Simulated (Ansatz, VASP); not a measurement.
WS2 in VASP and in Ansatz

```
W S
1.0
     3.18295    0.00000    0.00000
    -1.59148    2.75652    0.00000
     0.00000    0.00000   28.53222
W S
3 6
Direct
  0.66667 0.33333 0.43436
  0.66667 0.33333 0.88553
  0.00000 0.00000 0.65929
  0.66667 0.33333 0.60463
  0.00000 0.00000 0.37971
  0.00000 0.00000 0.83085
  0.66667 0.33333 0.71395
  0.00000 0.00000 0.48903
  0.00000 0.00000 0.94019
```

Alike in both runs: task single point; functional PBE; k mesh 10 × 10 × 1; occupations fermi-dirac, width 0.05 eV; no spin polarisation.

|  | VASP | Ansatz |
| --- | --- | --- |
| version | VASP 6.6.1 | Ansatz 0.2.0 |
| potentials or method | VASP PAW PBE potentials, release 64 (W_sv, S), cutoff 520 eV | all-electron LAPW, scalar-relativistic |

Ansatz gave:

| Quantity | Value |
| --- | --- |
| gap on the k mesh at the Fermi level (eV) | 1.47 |
| least direct gap on the mesh (eV) | 2.11 |
| rms of the force components (eV/Å) | 0.109 |

What did VASP give for the same quantities?

gap on the k mesh at the Fermi level (eV): 1.48; least direct gap on the mesh (eV): 2.11; rms of the force components (eV/Å): 0.108.

Atom by atom the forces differ by 0.001 eV/Å (rms over components). Ansatz ran all-electron here, and VASP with PAW potentials.

Spin-orbit coupling is off throughout.
